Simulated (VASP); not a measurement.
# As in VASP: a series of runs

As is run at these levels: LDA; tasks: single point.

Everything below comes from runs of VASP 6.6.1. Logs are shortened: lines on timing, memory, paths and dates and some standing lists are left out, and cuts for length are marked.

## 1. The cell of the first run

The cell holds a slab with vacuum, 2 atoms: a = 3.576 Å, b = 3.576 Å, c = 28.000 Å, α = 90.00°, β = 90.00°, γ = 120.00°.

## 2. Single point, LDA

Input file INCAR:

```
SYSTEM = As
ALGO = Normal ; DIPOL = 0.5 0.5 0.500
EDIFF = 1E-7 ; ENCUT = 520
IDIPOL = 3 ; ISIF = 2
ISMEAR = 0 ; LASPH = .True.
LCHARG = .True. ; LDIPOL = .True.
LELF = .True. ; LREAL = .False.
LVACPOTAV = .True. ; LVHAR = .True.
LWAVE = .False. ; NBANDS = 12
NELM = 60 ; PREC = Accurate
SIGMA = 0.02
```

Input file KPOINTS:

```
k-points
0
Gamma
  9 9 1
  0 0 0
```

Input file POSCAR:

```
As
1.0
    3.5760000000      0.0000000000      0.0000000000
   -1.7880000000      3.0969068439      0.0000000000
    0.0000000000      0.0000000000     28.0000000000
As
2
Direct
    0.3333333333      0.6666666667      0.5211428571
    0.6666666667      0.3333333333      0.4788571429
```

Potentials or basis: VASP PAW LDA potentials, release 64 (As).

Run with:

```bash
cat potpaw_LDA.64/As/POTCAR > POTCAR
mpirun -np 1 vasp_std > vasp.out
```

OUTCAR:

```text
SYSTEM = As
   EDIFF = 1E-7
   ENCUT = 520
   ISIF = 2
   ISMEAR = 0
   LASPH = .True.
   LREAL = .False.
   NELM = 60
   PREC = Accurate

 ion  position               nearest neighbor table
   1  0.333  0.667  0.521-   2 2.38   2 2.38   2 2.38
   2  0.667  0.333  0.479-   1 2.38   1 2.38   1 2.38

  LATTYP: Found a hexagonal cell.
 ALAT       =     3.5760000000
 C/A-ratio  =     7.8299776286

  Lattice vectors:

 A1 = (   3.5760000000,   0.0000000000,   0.0000000000)
 A2 = (  -1.7880000000,   3.0969068439,   0.0000000000)
 A3 = (   0.0000000000,   0.0000000000,  28.0000000000)

Analysis of symmetry for initial positions (statically):
=====================================================================
 Subroutine PRICEL returns:
 Original cell was already a primitive cell.

 Routine SETGRP: Setting up the symmetry group for a
 hexagonal supercell.

 Subroutine GETGRP returns: Found 12 space group operations
 (whereof 12 operations were pure point group operations)
 out of a pool of 24 trial point group operations.

The static configuration has the point symmetry D_3d.

Analysis of symmetry for dynamics (positions and initial velocities):
=====================================================================
 Subroutine PRICEL returns:
 Original cell was already a primitive cell.

 Routine SETGRP: Setting up the symmetry group for a
 hexagonal supercell.

 Subroutine GETGRP returns: Found 12 space group operations
 (whereof 12 operations were pure point group operations)
 out of a pool of 24 trial point group operations.

The dynamic configuration has the point symmetry D_3d.

 Subroutine INISYM returns: Found 12 space group operations
 (whereof 12 operations are pure point group operations),
 and found     1 'primitive' translations

----------------------------------------------------------------------------------------

                                     Primitive cell

  volume of cell :     310.0871

  direct lattice vectors                    reciprocal lattice vectors
     3.576000000  0.000000000  0.000000000     0.279642058  0.161451418  0.000000000
    -1.788000000  3.096906844  0.000000000     0.000000000  0.322902835  0.000000000
     0.000000000  0.000000000 28.000000000     0.000000000  0.000000000  0.035714286

  length of vectors
     3.576000000  3.576000000 28.000000000     0.322902835  0.322902835  0.035714286

  position of ions in fractional coordinates (direct lattice)
     0.333333333  0.666666667  0.521142857
     0.666666667  0.333333333  0.478857143

  ion indices of the primitive-cell ions
   primitive index   ion index
                 1           1
                 2           2

----------------------------------------------------------------------------------------

 KPOINTS: k-points

Automatic generation of k-mesh.
 Grid dimensions read from file:
 generate k-points for:    9    9    1

 Generating k-lattice:

  Cartesian coordinates                     Fractional coordinates (reciprocal lattice)
     0.031071340  0.017939046  0.000000000     0.111111111 -0.000000000  0.000000000
     0.000000000  0.035878093  0.000000000     0.000000000  0.111111111  0.000000000
     0.000000000  0.000000000  0.035714286     0.000000000  0.000000000  1.000000000

  Length of vectors
     0.035878093  0.035878093  0.035714286

  Shift w.r.t. Gamma in fractional coordinates (k-lattice)
     0.000000000  0.000000000  0.000000000

 Subroutine IBZKPT returns following result:
 ===========================================

 Found     12 irreducible k-points:

 Following reciprocal coordinates:
            Coordinates               Weight
  0.000000  0.000000  0.000000      1.000000
  0.111111 -0.000000  0.000000      6.000000
  0.222222 -0.000000  0.000000      6.000000
  0.333333 -0.000000  0.000000      6.000000
  0.444444 -0.000000  0.000000      6.000000
  0.111111  0.111111  0.000000      6.000000
  0.222222  0.111111  0.000000     12.000000
  0.333333  0.111111  0.000000     12.000000
  0.444444  0.111111  0.000000      6.000000
  0.222222  0.222222  0.000000      6.000000
  0.333333  0.222222  0.000000     12.000000
  0.333333  0.333333  0.000000      2.000000
   k-points           NKPTS =     12   k-points in BZ     NKDIM =     12   number of bands    NBANDS=     12
   number of dos      NEDOS =    301   number of ions     NIONS =      2
   total plane-waves  NPLWV = 164640
   dimension x,y,z NGX =    28 NGY =   28 NGZ =  210
   dimension x,y,z NGXF=    56 NGYF=   56 NGZF=  420
   ions per type =               2
   NGX,Y,Z   is equivalent  to a cutoff of  13.02, 13.02, 12.47 a.u.
   NGXF,Y,Z  is equivalent  to a cutoff of  26.03, 26.03, 24.94 a.u.
 SYSTEM =  As
   PREC   = accura    normal or accurate (medium, high low for compatibility)
   ISTART =      0    job   : 0-new  1-cont  2-samecut
   ICHARG =      2    charge: 1-file 2-atom 10-const
   ISPIN  =      1    spin polarized calculation?
   LNONCOLLINEAR =      F non collinear calculations
   LSORBIT =      F    spin-orbit coupling
   LASPH  =      T    aspherical Exc in radial PAW
   ENCUT  =  520.0 eV  38.22 Ry    6.18 a.u.   6.65  6.65 52.06*2*pi/ulx,y,z
   NELM   =     60;   NELMIN=  2; NELMDL= -5     # of ELM steps
   EDIFF  = 0.1E-06   stopping-criterion for ELM
   LREAL  =      F    real-space projection
   EDIFFG = 0.1E-05   stopping-criterion for IOM
   NSW    =      0    number of steps for IOM
   IBRION =     -1    ionic relax: 0-MD 1-quasi-New 2-CG
   NFREE  =      0    steps in history (QN), initial steepest desc. (CG)
   ISIF   =      2    stress and relaxation
   ISYM   =      2    0-nonsym 1-usesym 2-fastsym
   POTIM  = 0.5000    time-step for ionic-motion
   TEBEG  =    0.0;   TEEND  =   0.0 temperature during run
   PSTRESS=    0.0 pullay stress
   NELECT =      10.0000    total number of electrons
   NUPDOWN=      -1.0000    fix difference up-down
   EMIN   =  10.00;   EMAX   =-10.00  energy-range for DOS
   EFERMI =   0.00;   METHOD = LEGACY
   ISMEAR =     0;   SIGMA  =   0.02  broadening in eV -4-tet -1-fermi 0-gaus
   EFERMI_NEDOS =   21; number of points for ismear=-14 and -15
   IALGO  =     38    algorithm
   IMIX   =      4    mixing-type and parameters
     AMIX     =   0.40;   BMIX     =  1.00
     AMIX_MAG =   1.60;   BMIX_MAG =  1.00
  volume/ion in A,a.u.               =     155.04      1046.29
  Fermi-wavevector in a.u.,A,eV,Ry     =   0.521091  0.984719  3.694470  0.271536
  Thomas-Fermi vector in A             =   1.539255
   LORBIT       =      0    0 simple, 1 ext, 2 COOP (PROOUT), +10 PAW based schemes
   GGA     = CA    functional components
   LHFCALC =     F    Hartree Fock is set to
   AEXX    =    0.0000 exact exchange contribution
   IVDW    =     0    specifies the selected vdW correction
   LEPSILON=     F    determine dielectric tensor
   LRPA    =     F    only Hartree local field effects (RPA)
 non-spin polarized calculation
 Gauss-broadening in eV      SIGMA  =   0.02
  energy-cutoff  :      520.00
  volume of cell :      310.09
 maximum number of plane-waves:      8445
 NGX is ok and might be reduce to    28
   NGX = 13   NGY = 13   NGZ =105

 number of electron      10.0000001 magnetization

 dipolmoment           0.000000      0.000000     -0.000000 electrons x Angstroem

 Free energy of the ion-electron system (eV)
  ---------------------------------------------------
  ext. energy  EPLUGINS =         0.00000000
  ---------------------------------------------------
  free energy    TOTEN  =       -10.19830597 eV

  energy without entropy =      -10.19830597  energy(sigma->0) =      -10.19830597

 E-fermi :  -4.1416     XC(G=0):  -1.8890

 val. band max:       -4.2687895359   @ k =   0.1111   0.1111   0.0000
 cond. band min:      -3.2235590919   @ k =   0.0000   0.0000   0.0000
 fundamental gap:      1.0452304440
 Fermi energy:        -4.1415752266

 k-point     1 :       0.0000    0.0000    0.0000
  band No.  band energies     occupation
      1     -18.9159      2.00000
      2     -11.1002      2.00000
      3      -5.3195      2.00000
      4      -5.3195      2.00000
      5      -4.4091      2.00000
      6      -3.2236      0.00000
      7      -1.1444      0.00000
      8      -1.1444      0.00000
      9       0.7624      0.00000
     10       1.1844      0.00000
     11       1.5827      0.00000
     12       1.8234      0.00000

 k-point     2 :       0.1111   -0.0000    0.0000
  band No.  band energies     occupation
      1     -18.7446      2.00000
      2     -11.1143      2.00000
      3      -6.7002      2.00000
      4      -5.6744      2.00000
      5      -4.3397      2.00000
      6      -2.3291      0.00000
      7      -1.0861      0.00000
      8      -0.6701      0.00000
      9       0.9585      0.00000
     10       1.3429      0.00000
     11       1.7647      0.00000
     12       2.0161      0.00000

 k-point     3 :       0.2222   -0.0000    0.0000
  band No.  band energies     occupation
      1     -18.2390      2.00000
      2     -11.4610      2.00000
      3      -8.1273      2.00000
      4      -6.3481      2.00000
      5      -4.3083      2.00000
      6      -2.8322      0.00000
      7      -0.0051      0.00000
      8       0.1706      0.00000
      9       1.4410      0.00000
     10       1.8836      0.00000
     11       2.3173      0.00000
     12       2.5789      0.00000
[... 106 lines left out ...]
 k-point    11 :       0.3333    0.2222    0.0000
  band No.  band energies     occupation
      1     -16.0308      2.00000
      2     -14.2233      2.00000
      3      -9.2939      2.00000
      4      -7.0541      2.00000
      5      -5.6445      2.00000
      6      -1.5355      0.00000
      7      -0.1436      0.00000
      8       0.5847      0.00000
      9       2.8763      0.00000
     10       4.0008      0.00000
     11       4.3727      0.00000
     12       4.5421      0.00000

 k-point    12 :       0.3333    0.3333    0.0000
  band No.  band energies     occupation
      1     -15.1117      2.00000
      2     -15.1117      2.00000
      3      -9.7509      2.00000
      4      -6.2950      2.00000
      5      -6.2950      2.00000
      6      -1.9670      0.00000
      7       0.8923      0.00000
      8       0.8923      0.00000
      9       3.5551      0.00000
     10       3.9973      0.00000
     11       3.9973      0.00000
     12       4.9811      0.00000

------------------------ aborting loop because EDIFF is reached ----------------------------------------

 vacuum level on the upper side and lower side of the slab       (xc-potential included)        -0.083        -0.083

  FORCE on cell =-STRESS in cart. coord.  units (eV):
  Direction    XX          YY          ZZ          XY          YZ          ZX
  --------------------------------------------------------------------------------------
  -------------------------------------------------------------------------------------
  Total        0.9662279      0.9662279      3.1581617      0.0000000      0.0000000     -0.0000000
  in kB        4.9923667      4.9923667     16.3177868      0.0000000      0.0000000     -0.0000000
  external PRESSURE =       8.7675067 kB  Pullay stress =       0.0000000 kB

 VOLUME and BASIS-vectors are now :
 -----------------------------------------------------------------------------
  energy-cutoff  :      520.00
  volume of cell :      310.09
      direct lattice vectors                 reciprocal lattice vectors
     3.576000000  0.000000000  0.000000000     0.279642058  0.161451418  0.000000000
    -1.788000000  3.096906844  0.000000000     0.000000000  0.322902835  0.000000000
     0.000000000  0.000000000 28.000000000     0.000000000  0.000000000  0.035714286

 POSITION                                       TOTAL-FORCE (eV/Angst)
 -----------------------------------------------------------------------------------
     -0.00000      2.06460     14.59200         0.000000     -0.000000      2.668767
      1.78800      1.03230     13.40800        -0.000000      0.000000     -2.668767
 -----------------------------------------------------------------------------------
    total drift:                               -0.000000     -0.000000     -0.000000

  FREE ENERGIE OF THE ION-ELECTRON SYSTEM (eV)
  ---------------------------------------------------
  free  energy   TOTEN  =       -10.1983059668 eV

  energy  without entropy=      -10.1983059668  energy(sigma->0) =      -10.19830597

 vacuum level on the upper side and lower side of the slab         1.448         1.448
```

Run time: 63 s. Hardware: 1 thread of Intel Xeon Platinum 8488C (Sapphire Rapids), shared host; peak memory 0.31 GiB.

Results:

* Free energy: -10.1983 eV
* Largest force: 2.669 eV/Å
* Band gap on the k mesh: 1.05 eV, indirect (least direct gap 1.19 eV)
* Ionisation potential of the upper face: 5.72 eV

Forces on the atoms (eV/Å):
```
As   0.000  0.000  2.669
As   0.000  0.000 -2.669
```

## 3. Single point, LDA

Input file INCAR:

```
SYSTEM = As
PREC = Accurate
ENCUT = 520
EDIFF = 1E-6
ISMEAR = 0
SIGMA = 0.02
LREAL = .False.
LASPH = .True.
NELM = 100
ALGO = Normal
ISIF = 2
LWAVE = .False.
LCHARG = .False.
LDIPOL = .True.
IDIPOL = 3
DIPOL = 0.5 0.5 0.500
NBANDS = 12
```

Input file KPOINTS:

```
regular mesh
0
Gamma
  9 9 1
  0 0 0
```

Input file POSCAR:

```
As
1.0
    3.5760000000      0.0000000000      0.0000000000
   -1.7880000000      3.0969068439      0.0000000000
    0.0000000000      0.0000000000     28.0000000000
As
2
Direct
    0.3333333333      0.6666666667      0.5317142857
    0.6666666667      0.3333333333      0.4682857143
```

Potentials or basis: VASP PAW LDA potentials, release 64 (As).

Run with:

```bash
cat potpaw_LDA.64/As/POTCAR > POTCAR
mpirun -np 1 vasp_std > vasp.out
```

OUTCAR:

```text
SYSTEM = As
   PREC = Accurate
   ENCUT = 520
   EDIFF = 1E-6
   ISMEAR = 0
   LREAL = .False.
   LASPH = .True.
   NELM = 100
   ISIF = 2

 ion  position               nearest neighbor table
   1  0.333  0.667  0.532-   2 2.72   2 2.72   2 2.72
   2  0.667  0.333  0.468-   1 2.72   1 2.72   1 2.72

  LATTYP: Found a hexagonal cell.
 ALAT       =     3.5760000000
 C/A-ratio  =     7.8299776286

  Lattice vectors:

 A1 = (   3.5760000000,   0.0000000000,   0.0000000000)
 A2 = (  -1.7880000000,   3.0969068439,   0.0000000000)
 A3 = (   0.0000000000,   0.0000000000,  28.0000000000)

Analysis of symmetry for initial positions (statically):
=====================================================================
 Subroutine PRICEL returns:
 Original cell was already a primitive cell.

 Routine SETGRP: Setting up the symmetry group for a
 hexagonal supercell.

 Subroutine GETGRP returns: Found 12 space group operations
 (whereof 12 operations were pure point group operations)
 out of a pool of 24 trial point group operations.

The static configuration has the point symmetry D_3d.
[... 167 lines left out ...]
      8      -0.2784      0.00000
      9       1.0101      0.00000
     10       1.1005      0.00000
     11       1.4153      0.00000
     12       1.7484      0.00000
[... 151 lines left out ...]
 k-point    12 :       0.3333    0.3333    0.0000
  band No.  band energies     occupation
      1     -13.0868      2.00000
      2     -13.0868      2.00000
      3      -7.1068      2.00000
      4      -5.9393      2.00000
      5      -5.9393      2.00000
      6      -2.9146      2.00000
      7      -0.7034      0.00000
      8      -0.7034      0.00000
      9       3.7207      0.00000
     10       5.0531      0.00000
     11       5.0531      0.00000
     12       5.5736      0.00000

------------------------ aborting loop because EDIFF is reached ----------------------------------------

 vacuum level on the upper side and lower side of the slab       (xc-potential included)        -0.007        -0.007

  FORCE on cell =-STRESS in cart. coord.  units (eV):
  Direction    XX          YY          ZZ          XY          YZ          ZX
  --------------------------------------------------------------------------------------
  -------------------------------------------------------------------------------------
  Total       -2.2031478     -2.2031478     -6.4489826      0.0000000      0.0000000      0.0000000
  in kB      -11.3833615    -11.3833615    -33.3210058      0.0000000      0.0000000      0.0000000
  external PRESSURE =     -18.6959096 kB  Pullay stress =       0.0000000 kB

 VOLUME and BASIS-vectors are now :
 -----------------------------------------------------------------------------
  energy-cutoff  :      520.00
  volume of cell :      310.09
      direct lattice vectors                 reciprocal lattice vectors
     3.576000000  0.000000000  0.000000000     0.279642058  0.161451418  0.000000000
    -1.788000000  3.096906844  0.000000000     0.000000000  0.322902835  0.000000000
     0.000000000  0.000000000 28.000000000     0.000000000  0.000000000  0.035714286

 POSITION                                       TOTAL-FORCE (eV/Angst)
 -----------------------------------------------------------------------------------
     -0.00000      2.06460     14.88800        -0.000000     -0.000000     -3.630774
      1.78800      1.03230     13.11200         0.000000      0.000000      3.630774
 -----------------------------------------------------------------------------------
    total drift:                                0.000000     -0.000000     -0.000000

  FREE ENERGIE OF THE ION-ELECTRON SYSTEM (eV)
  ---------------------------------------------------
  free  energy   TOTEN  =        -9.5761545947 eV

  energy  without entropy=       -9.5761541982  energy(sigma->0) =       -9.57615440

 vacuum level on the upper side and lower side of the slab         1.319         1.319
```

stdout:

```text
POSCAR found type information on POSCAR As
 POSCAR found :  1 types and       2 ions
 scaLAPACK will be used
 LDA part: xc-table for (Slater(with rela. corr.)+CA(PZ))
 , standard interpolation
 POSCAR, INCAR and KPOINTS ok, starting setup
 FFT: planning ... GRIDC
 FFT: planning ... GRID_SOFT
 FFT: planning ... GRID
 WAVECAR not read
 entering main loop
```

Run time: 59 s. Hardware: 1 thread of Intel Xeon Platinum 8488C (Sapphire Rapids), shared host; peak memory 0.31 GiB.

What came out:

- Free energy: -9.5762 eV
- Largest force: 3.631 eV/Å
- Band gap on the k mesh: zero (band 5 reaches -2.56 eV, above the bottom of band 6 at -2.91 eV)

Forces on the atoms (eV/Å):
```
As   0.000  0.000 -3.631
As   0.000  0.000  3.631
```

## 4. Single point, LDA

Input file INCAR:

```
ALGO     = Normal         # electronic algorithm
DIPOL    = 0.5 0.5 0.500
EDIFF    = 1E-6           # SCF threshold, eV
ENCUT    = 520            # plane-wave cutoff, eV
GGA      = CA             # functional
IDIPOL   = 3            
ISIF     = 2              # what is computed and relaxed
ISMEAR   = 0              # smearing method
LASPH    = T              # aspherical terms in the spheres
LCHARG   = T              # write CHGCAR
LDIPOL   = T            
LELF     = T              # ELF
LREAL    = F              # projectors in reciprocal space
LVACPOTAV= T            
LVHAR    = T            
LWAVE    = F              # write WAVECAR
NBANDS   = 12             # bands
NELM     = 60             # most SCF steps
PREC     = Accurate       # precision mode
SIGMA    = 0.02           # smearing width, eV
```

Input file KPOINTS:

```
k-points
0
Gamma
  9 9 1
```

Input file POSCAR:

```
As
1.0
    3.5760000000      0.0000000000      0.0000000000
   -1.7880000000      3.0969068439      0.0000000000
    0.0000000000      0.0000000000     28.0000000000
As
2
Direct
    0.3333333333      0.6666666667      0.5052857143
    0.6666666667      0.3333333333      0.4947142857
```

Run with:

```bash
cat potpaw_LDA.64/As/POTCAR > POTCAR
mpirun -np 1 vasp_std > vasp.out
```

It took 61 s on 1 thread of Intel Xeon Platinum 8488C (Sapphire Rapids), shared host; peak memory 0.3 GiB.

It converged, with:

```yaml
Free_energy: -6.3519 eV
Largest_force: 2.995 eV/Å
Band_gap_on_the_k_mesh: zero (band 5 reaches -2.56 eV, above the bottom of band 6 at -3.72 eV)
```

Forces in eV/Å, atoms in the order of the input:
```
As   0.000  0.000  2.995
As   0.000  0.000 -2.995
```

Levels at points of the mesh, in eV from the Fermi level:
```
           k point  band 1  band 2  band 3  band 4  band 5  band 6  band 7  band 8  band 9  band 10
(0.00, 0.00, 0.00)  -17.52   -6.16   -4.57   -4.57   -1.88    1.51    1.51    1.85    3.88     4.21
```
